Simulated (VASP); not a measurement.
Li:

```
CELL_PARAMETERS angstrom
-1.75465 1.75465 1.75465
1.75465 -1.75465 1.75465
1.75465 1.75465 -1.75465
ATOMIC_POSITIONS crystal
Li 0.00000 0.00000 0.00000
```

```yaml
Program: VASP 6.6.1
Task: relaxation of cell and atoms
Functional: PBEsol
Potentials_or_basis: VASP PAW PBE potentials, release 64 (Li_sv)
Cutoff: 600 eV
k_mesh: 14 × 14 × 14
Occupations: fermi-dirac, width 0.05 eV
Spin: no spin polarisation
```

At the start: pressure -0.9 GPa; volume 21.61 Å³/atom.

**Question.** How do energy, volume and symmetry change on relaxing?

**Answer.** Over 4 steps the energy falls by 4.7 meV/atom and the volume is 20.01 Å³/atom (-7.4 %); space group Im-3m (No. 229, to 0.1 Å) before and after.

Step by step:
```
step  energy change (eV)  largest force (eV/Å)  pressure (GPa)  volume (Å³)
   1              0.0000                0.0000           -0.90        21.61
   2             -0.0019                0.0000           -0.71        21.23
   3             -0.0045                0.0000           -0.18        20.30
   4             -0.0047                0.0000            0.01        20.01
```

Final structure:
```yaml
crystal:
  lattice:
    - [-1.71039, 1.71039, 1.71039]
    - [1.71039, -1.71039, 1.71039]
    - [1.71039, 1.71039, -1.71039]
  atoms:
    - { symbol: Li, position: [0.00000, 0.00000, 0.00000] }
```

Caveat: the cutoff is under 1.25 times the usual one of these potentials, so pressure, stress and relaxed cells hold a basis-set (Pulay) error; the PAW data sets were made with another functional, which shifts forces and pressure a little.
